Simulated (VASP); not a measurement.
# C: single point with PBE+D3(BJ)

The system is C, a slab with vacuum.

```
CELL_PARAMETERS angstrom
2.40364 0.00000 0.00000
-1.20182 2.08161 0.00000
0.00000 0.00000 23.92229
ATOMIC_POSITIONS crystal
C 0.00000 0.00000 0.57116
C 0.00000 0.00000 0.42884
C 0.33333 0.66667 0.42882
C 0.66667 0.33333 0.57118
```

This cell differs from its parent crystal: strain -0.0250 x Voigt [1, 1, 0, 0, 0, 0].

```yaml
Program: VASP 6.6.1
Task: single point
Functional: PBE
Dispersion: D3(BJ)
Potentials_or_basis: VASP PAW PBE potentials, release 64 (C)
Cutoff: 600 eV
k_mesh: 24 × 24 × 2
Occupations: gaussian, width 0.15 eV
Spin: no spin polarisation
```

The largest force is 0.004 eV/Å and the band gap on the k mesh is zero (filled and empty bands touch). The dispersion energy per atom is -0.117 eV.

Forces in eV/Å, atoms in the order of the input:
```
C    0.000  0.000  0.001
C    0.000  0.000 -0.001
C    0.000  0.000  0.004
C    0.000  0.000 -0.004
```

Levels at points of the mesh, in eV from the Fermi level:
```csv
k point,band 6,band 7,band 8,band 9,band 10,band 11
"(0.00, 0.00, 0.00)",-2.99,-2.99,-2.99,3.18,3.57,4.12
"(0.50, 0.00, 0.00)",-6.61,-2.68,-2.37,1.57,1.91,8.06
"(0.00, 0.00, 0.50)",-2.99,-2.99,-2.99,3.18,3.55,4.18
"(0.50, 0.00, 0.50)",-6.61,-2.68,-2.37,1.57,1.91,8.06
```

It took 3.3 min on 1 thread of AMD EPYC 9R45 96-Core Processor (Zen 5) (shared host), peak memory 0.36 GiB.

Caveat: the cell differs from its parent crystal (strain -0.0250 x Voigt [1, 1, 0, 0, 0, 0]); there is no dipole correction, which matters where the two faces differ.
